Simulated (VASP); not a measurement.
## HgTe: single point with PBEsol

HgTe:

```
Hg Te
1.0
    -2.96748    2.96748    1.51941
     2.96748   -2.96748    1.51941
     2.96748    2.96748   -1.51941
Hg Te
1 1
Direct
  0.25000 0.75000 0.50000
  0.00000 0.00000 0.00000
```

```yaml
Program: VASP 6.6.1
Task: single point
Functional: PBEsol
Potentials_or_basis: VASP PAW PBE potentials, release 64 (Hg, Te)
Cutoff: 520 eV
k_mesh: 8 × 8 × 8
Occupations: fermi-dirac, width 0.1 eV
Spin: no spin polarisation
Dipole_correction: no
Further_INCAR_settings: ALGO = Normal; EDIFF = 1e-06; NBANDS = 16
```

```
Pressure               : 0.0 GPa
Band gap on the k mesh : zero (band 9 reaches 6.86 eV, above the bottom of band 10 at 3.51 eV)
```

Stress tensor (GPa, compression positive):
```
-0.76  0.00  0.00
 0.00 -0.76  0.00
 0.00  0.00  1.41
```

Levels at points of the mesh, in eV from the Fermi level:
```csv
k point,band 6,band 7,band 8,band 9,band 10,band 11,band 12,band 13
"(0.00, 0.00, 0.00)",-6.37,-3.54,-2.77,-2.77,3.81,4.43,7.08,7.08
"(0.50, 0.00, 0.00)",-6.46,-4.86,-2.06,-1.26,-0.30,3.35,3.59,5.97
"(0.50, 0.50, 0.00)",-6.34,-6.30,-0.94,1.69,1.75,2.82,3.55,8.97
"(0.50, 0.50, 0.50)",-6.27,-4.88,-4.88,-4.72,3.41,7.36,8.45,8.45
```

Run time: 2.2 min on 1 thread of AMD EPYC 7R13, on a shared host, peak memory 0.2 GiB.

Caveat: the PAW data sets were made with another functional, which shifts forces and pressure a little; spin-orbit coupling is left out, which moves the levels of the heavy elements.
